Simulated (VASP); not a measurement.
# WS2 (P-6m2) in VASP: further runs

Runs on WS2. Level: r2SCAN. Tasks: single point.

Everything below comes from runs of VASP 6.6.1. Logs are shortened: lines on timing, memory, paths and dates and some standing lists are left out, and cuts for length are marked.

**1. The cell of the first run**

The structure is hexagonal, space group P-6m2 (No. 187). The conventional cell has a = 3.005 Å, b = 3.005 Å, c = 16.920 Å, α = 90.00°, β = 90.00°, γ = 120.00°. W (site symmetry -6m2) has 6 S at 2.34 Å and 6 W at 3.00 Å within 3.1 Å. W (site symmetry 3m) has 6 S at 2.34 Å and 6 W at 3.00 Å within 3.1 Å. Within 3.2 Å of S (site symmetry 3m) lie 3 W at 2.34 Å and 8 S at 2.82 to 3.15 Å. S (site symmetry 3m) has 3 W at 2.34 Å and 10 S at 2.91 to 3.15 Å within 3.2 Å. S (site symmetry 3m) has 3 W at 2.34 Å and 10 S at 2.91 to 3.15 Å within 3.2 Å.

**2. Single point, r2SCAN**

Contents of POSCAR:

```
WS2
1.0
    3.0046676863      0.0000000000      0.0000000000
   -1.5023338432      2.6021185463      0.0000000000
    0.0000000000      0.0000000000     16.9199322239
W S
3 6
Direct
    0.6666666667      0.3333333333      0.6597259989
    0.3333333333      0.6666666667      0.9837733052
    0.3333333333      0.6666666667      0.3356786926
    0.6666666667      0.3333333333      1.0765115419
    0.6666666667      0.3333333333      0.4288528737
    0.3333333333      0.6666666667      0.7527898541
    0.6666666667      0.3333333333      0.8905991241
    0.6666666667      0.3333333333      0.2429404559
    0.3333333333      0.6666666667      0.5666621436
```

Contents of INCAR.step1:

```
PREC = Accurate
ENCUT = 520
ISMEAR = 0
SIGMA = 0.02
LREAL = False
LASPH = True
NELM = 100
NBANDS = 49
GGA = PE
ALGO = Normal
EDIFF = 1E-4
LWAVE = True
LCHARG = False
```

Contents of INCAR.step2:

```
PREC = Accurate
ENCUT = 520
EDIFF = 1E-6
ISMEAR = 0
SIGMA = 0.02
LREAL = False
LASPH = True
NELM = 100
ALGO = Normal
ISIF = 2
LWAVE = False
LCHARG = False
METAGGA = R2SCAN
LMIXTAU = True
NBANDS = 49
ISTART = 1
```

Contents of KPOINTS:

```
Automatic mesh
0
Gamma
  12 12 2
```

Potentials or basis: VASP PAW PBE potentials, release 64 (W_sv, S).

On the command line:

```bash
> cat potpaw_PBE.64/W_sv/POTCAR potpaw_PBE.64/S/POTCAR > POTCAR
> cp INCAR.step1 INCAR
> mpirun -np 1 vasp_std > vasp.out
> cp INCAR.step2 INCAR
> mpirun -np 1 vasp_std > vasp.out
```

OUTCAR:

```text
PREC = Accurate
   ENCUT = 520
   EDIFF = 1E-6
   ISMEAR = 0
   LREAL = False
   LASPH = True
   NELM = 100
   ISIF = 2
   METAGGA = R2SCAN
   ISTART = 1

 ion  position               nearest neighbor table
   1  0.667  0.333  0.660-   6 2.34   6 2.34   6 2.34   9 2.34   9 2.34   9 2.34
   2  0.333  0.667  0.984-   4 2.34   4 2.34   4 2.34   7 2.34   7 2.34   7 2.34
   3  0.333  0.667  0.336-   8 2.34   8 2.34   8 2.34   5 2.34   5 2.34   5 2.34
   4  0.667  0.333  0.077-   2 2.34   2 2.34   2 2.34
   5  0.667  0.333  0.429-   3 2.34   3 2.34   3 2.34
   6  0.333  0.667  0.753-   1 2.34   1 2.34   1 2.34
   7  0.667  0.333  0.891-   2 2.34   2 2.34   2 2.34
   8  0.667  0.333  0.243-   3 2.34   3 2.34   3 2.34
   9  0.333  0.667  0.567-   1 2.34   1 2.34   1 2.34

  LATTYP: Found a hexagonal cell.
 ALAT       =     3.0046676863
 C/A-ratio  =     5.6312158250

  Lattice vectors:

 A1 = (   3.0046676863,   0.0000000000,   0.0000000000)
 A2 = (  -1.5023338432,   2.6021185463,   0.0000000000)
 A3 = (   0.0000000000,   0.0000000000,  16.9199322239)

Analysis of symmetry for initial positions (statically):
=====================================================================
 Subroutine PRICEL returns:
 Original cell was already a primitive cell.

 Routine SETGRP: Setting up the symmetry group for a
 hexagonal supercell.

 Subroutine GETGRP returns: Found 12 space group operations
 (whereof  6 operations were pure point group operations)
 out of a pool of 24 trial point group operations.

The static configuration has the point symmetry C_3v.
 The point group associated with its full space group is D_3h.

Analysis of symmetry for dynamics (positions and initial velocities):
=====================================================================
 Subroutine PRICEL returns:
 Original cell was already a primitive cell.

 Routine SETGRP: Setting up the symmetry group for a
 hexagonal supercell.

 Subroutine GETGRP returns: Found 12 space group operations
 (whereof  6 operations were pure point group operations)
 out of a pool of 24 trial point group operations.

The dynamic configuration has the point symmetry C_3v.
 The point group associated with its full space group is D_3h.

 Subroutine INISYM returns: Found 12 space group operations
 (whereof  6 operations are pure point group operations),
 and found     1 'primitive' translations

----------------------------------------------------------------------------------------

                                     Primitive cell

  volume of cell :     132.2885

  direct lattice vectors                    reciprocal lattice vectors
     3.004667686  0.000000000  0.000000000     0.332815507  0.192151123  0.000000000
    -1.502333843  2.602118546  0.000000000     0.000000000  0.384302245  0.000000000
     0.000000000  0.000000000 16.919932224     0.000000000  0.000000000  0.059101892

  length of vectors
     3.004667686  3.004667686 16.919932224     0.384302245  0.384302245  0.059101892

  position of ions in fractional coordinates (direct lattice)
     0.666666667  0.333333333  0.659725999
     0.333333333  0.666666667  0.983773305
     0.333333333  0.666666667  0.335678693
     0.666666667  0.333333333  0.076511542
     0.666666667  0.333333333  0.428852874
     0.333333333  0.666666667  0.752789854
     0.666666667  0.333333333  0.890599124
     0.666666667  0.333333333  0.242940456
     0.333333333  0.666666667  0.566662144

  ion indices of the primitive-cell ions
   primitive index   ion index
                 1           1
                 2           2
                 3           3
                 4           4
                 5           5
                 6           6
                 7           7
                 8           8
                 9           9

----------------------------------------------------------------------------------------

 KPOINTS: Automatic mesh

Automatic generation of k-mesh.
 Grid dimensions read from file:
 generate k-points for:   12   12    2

 Generating k-lattice:

  Cartesian coordinates                     Fractional coordinates (reciprocal lattice)
     0.027734626  0.016012594  0.000000000     0.083333333  0.000000000  0.000000000
     0.000000000  0.032025187  0.000000000     0.000000000  0.083333333  0.000000000
     0.000000000  0.000000000  0.029550946     0.000000000  0.000000000  0.500000000

  Length of vectors
     0.032025187  0.032025187  0.029550946

  Shift w.r.t. Gamma in fractional coordinates (k-lattice)
     0.000000000  0.000000000  0.000000000

 Subroutine IBZKPT returns following result:
 ===========================================

 Found     38 irreducible k-points:

 Following reciprocal coordinates:
            Coordinates               Weight
  0.000000  0.000000  0.000000      1.000000
  0.083333  0.000000  0.000000      6.000000
  0.166667  0.000000  0.000000      6.000000
  0.250000  0.000000  0.000000      6.000000
  0.333333  0.000000  0.000000      6.000000
  0.416667  0.000000  0.000000      6.000000
[... 16 lines left out ...]
  0.250000  0.000000  0.500000      6.000000
  0.333333  0.000000  0.500000      6.000000
 [... further k-points ...]
   k-points           NKPTS =     38   k-points in BZ     NKDIM =     38   number of bands    NBANDS=     49
   number of dos      NEDOS =    301   number of ions     NIONS =      9
   total plane-waves  NPLWV =  72576
   dimension x,y,z NGX =    24 NGY =   24 NGZ =  126
   dimension x,y,z NGXF=    48 NGYF=   48 NGZF=  252
   ions per type =               3   6
   NGX,Y,Z   is equivalent  to a cutoff of  13.28, 13.28, 12.38 a.u.
   NGXF,Y,Z  is equivalent  to a cutoff of  26.56, 26.56, 24.76 a.u.
 SYSTEM =  unknown system
   PREC   = accura    normal or accurate (medium, high low for compatibility)
   ISTART =      1    job   : 0-new  1-cont  2-samecut
   ICHARG =      0    charge: 1-file 2-atom 10-const
   ISPIN  =      1    spin polarized calculation?
   LNONCOLLINEAR =      F non collinear calculations
   LSORBIT =      F    spin-orbit coupling
   LASPH  =      T    aspherical Exc in radial PAW
   ENCUT  =  520.0 eV  38.22 Ry    6.18 a.u.   5.59  5.59 31.46*2*pi/ulx,y,z
   NELM   =    100;   NELMIN=  2; NELMDL=  0     # of ELM steps
   EDIFF  = 0.1E-05   stopping-criterion for ELM
   LREAL  =      F    real-space projection
   EDIFFG = 0.1E-04   stopping-criterion for IOM
   NSW    =      0    number of steps for IOM
   IBRION =     -1    ionic relax: 0-MD 1-quasi-New 2-CG
   NFREE  =      0    steps in history (QN), initial steepest desc. (CG)
   ISIF   =      2    stress and relaxation
   ISYM   =      2    0-nonsym 1-usesym 2-fastsym
   POTIM  = 0.5000    time-step for ionic-motion
   TEBEG  =    0.0;   TEEND  =   0.0 temperature during run
   PSTRESS=    0.0 pullay stress
   NELECT =      78.0000    total number of electrons
   NUPDOWN=      -1.0000    fix difference up-down
   EMIN   =  10.00;   EMAX   =-10.00  energy-range for DOS
   EFERMI =   0.00;   METHOD = LEGACY
   ISMEAR =     0;   SIGMA  =   0.02  broadening in eV -4-tet -1-fermi 0-gaus
   EFERMI_NEDOS =   21; number of points for ismear=-14 and -15
   IALGO  =     38    algorithm
   IMIX   =      4    mixing-type and parameters
     AMIX     =   0.40;   BMIX     =  1.00
     AMIX_MAG =   1.60;   BMIX_MAG =  1.00
  volume/ion in A,a.u.               =      14.70        99.19
  Fermi-wavevector in a.u.,A,eV,Ry     =   1.372774  2.594166 25.640287  1.884508
  Thomas-Fermi vector in A             =   2.498351
   LORBIT       =      0    0 simple, 1 ext, 2 COOP (PROOUT), +10 PAW based schemes
   METAGGA = R2SCAN    functional components
   LHFCALC =     F    Hartree Fock is set to
   AEXX    =    0.0000 exact exchange contribution
   IVDW    =     0    specifies the selected vdW correction
   LEPSILON=     F    determine dielectric tensor
   LRPA    =     F    only Hartree local field effects (RPA)
 non-spin polarized calculation
 Gauss-broadening in eV      SIGMA  =   0.02
  energy-cutoff  :      520.00
  volume of cell :      132.29
 maximum number of plane-waves:      3614
 NGX is ok and might be reduce to    24
   NGX = 11   NGY = 11   NGZ = 63

 number of electron      77.9999998 magnetization

 Free energy of the ion-electron system (eV)
  ---------------------------------------------------
  ext. energy  EPLUGINS =         0.00000000
  ---------------------------------------------------
  free energy    TOTEN  =      -207.53057747 eV

  energy without entropy =     -207.53057747  energy(sigma->0) =     -207.53057747

 E-fermi :  10.5521     XC(G=0): -12.8840

 val. band max:       10.4224117810   @ k =   0.0000   0.0000   0.5000
 cond. band min:      10.6614239947   @ k =   0.1667   0.1667   0.0000
 fundamental gap:      0.2390122138
 Fermi energy:        10.5520852998

 k-point     1 :       0.0000    0.0000    0.0000
  band No.  band energies     occupation
      1     -66.3871      2.00000
      2     -66.3870      2.00000
      3     -66.3799      2.00000
      4     -30.1778      2.00000
      5     -30.1777      2.00000
      6     -30.1582      2.00000
[... 41 lines left out ...]
     48      13.0727      0.00000
     49      13.0788      0.00000

 k-point     2 :       0.0833    0.0000    0.0000
  band No.  band energies     occupation
      1     -66.3841      2.00000
      2     -66.3841      2.00000
      3     -66.3769      2.00000
      4     -30.1691      2.00000
      5     -30.1690      2.00000
      6     -30.1495      2.00000
[... 41 lines left out ...]
     48      12.9451      0.00000
     49      13.0913      0.00000

 k-point     3 :       0.1667    0.0000    0.0000
  band No.  band energies     occupation
      1     -66.3762      2.00000
      2     -66.3762      2.00000
      3     -66.3690      2.00000
      4     -30.1453      2.00000
      5     -30.1452      2.00000
      6     -30.1257      2.00000
[... 41 lines left out ...]
     48      13.2363      0.00000
     49      13.5394      0.00000

 k-point     4 :       0.2500    0.0000    0.0000
  band No.  band energies     occupation
      1     -66.3653      2.00000
      2     -66.3653      2.00000
      3     -66.3581      2.00000
      4     -30.1126      2.00000
      5     -30.1125      2.00000
      6     -30.1001      2.00000
[... 977 lines left out ...]
     48      13.1787      0.00000
     49      13.3429      0.00000

 k-point    23 :       0.2500    0.0000    0.5000
  band No.  band energies     occupation
      1     -66.3653      2.00000
      2     -66.3653      2.00000
      3     -66.3581      2.00000
      4     -30.1126      2.00000
      5     -30.1125      2.00000
      6     -30.1001      2.00000
[... 41 lines left out ...]
     48      13.7009      0.00000
     49      13.8517      0.00000

 k-point    24 :       0.3333    0.0000    0.5000
  band No.  band energies     occupation
      1     -66.3544      2.00000
      2     -66.3544      2.00000
      3     -66.3472      2.00000
      4     -30.2606      2.00000
      5     -30.2601      2.00000
      6     -30.2601      2.00000
[... 41 lines left out ...]
     48      14.1899      0.00000
     49      14.4101      0.00000

 [... further k-points ...]

------------------------ aborting loop because EDIFF is reached ----------------------------------------

  FORCE on cell =-STRESS in cart. coord.  units (eV):
  Direction    XX          YY          ZZ          XY          YZ          ZX
  --------------------------------------------------------------------------------------
  -------------------------------------------------------------------------------------
  Total       25.1057504     25.1057504     25.0310643     -0.0000000      0.0000000      0.0000000
  in kB      304.0616487    304.0616487    303.1571081     -0.0000000      0.0000000      0.0000000
  external PRESSURE =     303.7601351 kB  Pullay stress =       0.0000000 kB

 VOLUME and BASIS-vectors are now :
 -----------------------------------------------------------------------------
  energy-cutoff  :      520.00
  volume of cell :      132.29
      direct lattice vectors                 reciprocal lattice vectors
     3.004667686  0.000000000  0.000000000     0.332815507  0.192151123  0.000000000
    -1.502333843  2.602118546  0.000000000     0.000000000  0.384302245  0.000000000
     0.000000000  0.000000000 16.919932224     0.000000000  0.000000000  0.059101892

 POSITION                                       TOTAL-FORCE (eV/Angst)
 -----------------------------------------------------------------------------------
      1.50233      0.86737     11.16252        -0.000000      0.000000     -0.000000
     -0.00000      1.73475     16.64538         0.000000     -0.000000      0.001246
     -0.00000      1.73475      5.67966         0.000000     -0.000000     -0.001246
      1.50233      0.86737      1.29457        -0.000000      0.000000      0.030670
      1.50233      0.86737      7.25616        -0.000000      0.000000      0.030262
     -0.00000      1.73475     12.73715        -0.000000     -0.000000      0.029914
      1.50233      0.86737     15.06888        -0.000000     -0.000000     -0.030262
      1.50233      0.86737      4.11054        -0.000000      0.000000     -0.030670
     -0.00000      1.73475      9.58789        -0.000000     -0.000000     -0.029914
 -----------------------------------------------------------------------------------
    total drift:                                0.000000      0.000000      0.000036

  FREE ENERGIE OF THE ION-ELECTRON SYSTEM (eV)
  ---------------------------------------------------
  free  energy   TOTEN  =      -207.5305774743 eV

  energy  without entropy=     -207.5305774743  energy(sigma->0) =     -207.53057747
```

Run time: 25 min. Hardware: 1 thread of Intel Xeon 8259CL, shared host; peak memory 0.4 GiB.

Results:

| Item | Value |
| --- | --- |
| Free energy | -207.5306 eV |
| Pressure | 30.4 GPa |
| Largest force | 0.031 eV/Å |
| Band gap on the k mesh | 0.24 eV (least direct gap 1.78 eV) |

Forces in eV/Å, atoms in the order of the input:
```
W    0.000  0.000  0.000
W    0.000  0.000  0.001
W    0.000  0.000 -0.001
S    0.000  0.000  0.031
S    0.000  0.000  0.030
S    0.000  0.000  0.030
S    0.000  0.000 -0.030
S    0.000  0.000 -0.031
S    0.000  0.000 -0.030
```

Caveat: the cell stands under pressure; the PAW data sets were made with another functional, which shifts forces and pressure a little; spin-orbit coupling is left out, which moves the levels of the heavy elements. A k mesh can miss the band edges.

**3. Single point, r2SCAN**

This run uses another cell than the first one, of 16.01 Å³/atom.

Contents of POSCAR:

```
WS2
1.0
    3.0790738334      0.0000000000      0.0000000000
   -1.5395369167      2.6665561598      0.0000000000
    0.0000000000      0.0000000000     17.5499654131
W S
3 6
Direct
    0.6666666667      0.3333333333      0.6597259989
    0.3333333333      0.6666666667      0.9840382996
    0.3333333333      0.6666666667      0.3354136982
    0.6666666667      0.3333333333      1.0732499546
    0.6666666667      0.3333333333      0.4248372568
    0.3333333333      0.6666666667      0.7490971738
    0.6666666667      0.3333333333      0.8946147410
    0.6666666667      0.3333333333      0.2462020431
    0.3333333333      0.6666666667      0.5703548239
```

Contents of INCAR.step1:

```
PREC = Accurate ; ENCUT = 520
ISMEAR = 0 ; SIGMA = 0.02
LREAL = F ; LASPH = T
NELM = 60 ; NBANDS = 49
GGA = PE ; ALGO = Normal
EDIFF = 1E-4 ; LWAVE = T
LCHARG = F
```

Contents of INCAR.step2:

```
PREC = Accurate ; ENCUT = 520
EDIFF = 1E-7 ; ISMEAR = 0
SIGMA = 0.02 ; LREAL = F
LASPH = T ; NELM = 60
ALGO = Normal ; ISIF = 2
LWAVE = F ; LCHARG = F
METAGGA = R2SCAN ; LMIXTAU = T
NBANDS = 49 ; ISTART = 1
```

Contents of KPOINTS:

```
regular mesh
0
Gamma
  12 12 2
```

Potentials or basis: VASP PAW PBE potentials, release 64 (W_sv, S).

On the command line:

```bash
> cat potpaw_PBE.64/W_sv/POTCAR potpaw_PBE.64/S/POTCAR > POTCAR
> cp INCAR.step1 INCAR
> mpirun -np 1 vasp_std > vasp.out
> cp INCAR.step2 INCAR
> mpirun -np 1 vasp_std > vasp.out
```

OUTCAR:

```text
PREC = Accurate
   ENCUT = 520
   EDIFF = 1E-7
   ISMEAR = 0
   LREAL = F
   LASPH = T
   NELM = 60
   ISIF = 2
   METAGGA = R2SCAN
   ISTART = 1

 ion  position               nearest neighbor table
   1  0.667  0.333  0.660-   6 2.37   6 2.37   6 2.37   9 2.37   9 2.37   9 2.37
   2  0.333  0.667  0.984-   4 2.37   4 2.37   4 2.37   7 2.37   7 2.37   7 2.37
   3  0.333  0.667  0.335-   8 2.37   8 2.37   8 2.37   5 2.37   5 2.37   5 2.37
   4  0.667  0.333  0.073-   2 2.37   2 2.37   2 2.37
   5  0.667  0.333  0.425-   3 2.37   3 2.37   3 2.37
   6  0.333  0.667  0.749-   1 2.37   1 2.37   1 2.37
   7  0.667  0.333  0.895-   2 2.37   2 2.37   2 2.37
[... 1469 lines left out ...]
  external PRESSURE =     152.9552455 kB  Pullay stress =       0.0000000 kB

 VOLUME and BASIS-vectors are now :
 -----------------------------------------------------------------------------
  energy-cutoff  :      520.00
  volume of cell :      144.09
      direct lattice vectors                 reciprocal lattice vectors
     3.079073833  0.000000000  0.000000000     0.324772985  0.187507770  0.000000000
    -1.539536917  2.666556160  0.000000000     0.000000000  0.375015541  0.000000000
     0.000000000  0.000000000 17.549965413     0.000000000  0.000000000  0.056980169

 POSITION                                       TOTAL-FORCE (eV/Angst)
 -----------------------------------------------------------------------------------
      1.53954      0.88885     11.57817        -0.000000      0.000000      0.000000
     -0.00000      1.77770     17.26984        -0.000000      0.000000     -0.001250
     -0.00000      1.77770      5.88650        -0.000000      0.000000      0.001250
      1.53954      0.88885      1.28553         0.000000     -0.000000      0.030477
      1.53954      0.88885      7.45588         0.000000     -0.000000      0.026465
     -0.00000      1.77770     13.14663         0.000000      0.000000      0.024439
      1.53954      0.88885     15.70046         0.000000     -0.000000     -0.026465
      1.53954      0.88885      4.32084         0.000000     -0.000000     -0.030477
     -0.00000      1.77770     10.00971        -0.000000     -0.000000     -0.024439
 -----------------------------------------------------------------------------------
    total drift:                                0.000000     -0.000000      0.000057

  FREE ENERGIE OF THE ION-ELECTRON SYSTEM (eV)
  ---------------------------------------------------
  free  energy   TOTEN  =      -209.1641009319 eV

  energy  without entropy=     -209.1641009319  energy(sigma->0) =     -209.16410093
```

It took 26 min on 1 thread of Intel Xeon 8259CL, shared host; peak memory 0.43 GiB.

What came out:

| Quantity | Value |
| --- | --- |
| Free energy | -209.1641 eV |
| Pressure | 15.3 GPa |
| Largest force | 0.030 eV/Å |
| Band gap on the k mesh | 0.65 eV (least direct gap 2.20 eV) |

Forces in eV/Å, atoms in the order of the input:
```
W    0.000  0.000  0.000
W    0.000  0.000 -0.001
W    0.000  0.000  0.001
S    0.000  0.000  0.030
S    0.000  0.000  0.026
S    0.000  0.000  0.024
S    0.000  0.000 -0.026
S    0.000  0.000 -0.030
S    0.000  0.000 -0.024
```

Caveat: the cell stands under pressure; the PAW data sets were made with another functional, which shifts forces and pressure a little; spin-orbit coupling is left out, which moves the levels of the heavy elements.

[end of part 1 of 2]
